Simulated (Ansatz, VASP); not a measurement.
# MgO in VASP and in Ansatz

```
Mg O
1.0
     2.93802    0.00000    0.00000
    -1.46901    2.54440    0.00000
     0.00000    0.00000    2.67968
Mg O
1 1
Direct
  0.00000 0.00000 0.00000
  0.33333 0.66667 0.53732
```

Change from the starting cell: all O atoms moved -0.100 Å, as atom 2 towards its neighbour atom 2 (O) at 2.680 Å.

Alike in both runs: task single point; functional LDA; k mesh 9 × 9 × 8; occupations gaussian, width 0.05 eV; no spin polarisation.

```csv
,VASP,Ansatz
version,VASP 6.6.1,Ansatz 0.2.0
potentials or method,"VASP PAW LDA potentials, release 64 (Mg, O), cutoff 520 eV","scalar-relativistic, plane waves, PAW"
valence electrons in the cell,8,16
```

Ansatz gave:

| Item | Value |
| --- | --- |
| gap on the k mesh at the Fermi level (eV) | 2.93 |
| least direct gap on the mesh (eV) | 3.35 |
| pressure (GPa) | -8.5 |
| traceless stress, the component that is largest in VASP (GPa) | -0.62 |
| rms of the force components (eV/Å) | 0.164 |

Task: What did VASP give for the same quantities?

Result: gap on the k mesh at the Fermi level (eV): 2.93; least direct gap on the mesh (eV): 3.35; pressure (GPa): -10.1; traceless stress, the component that is largest in VASP (GPa): -0.84; rms of the force components (eV/Å): 0.168.

LDA's correlation is that of Perdew and Zunger in VASP and of Perdew and Wang (1992) in Ansatz. Atom by atom the forces differ by 0.004 eV/Å (rms over components). VASP's potentials hold 8 valence electrons a cell and Ansatz's 16, so a difference there can come from the potentials and not from the codes.
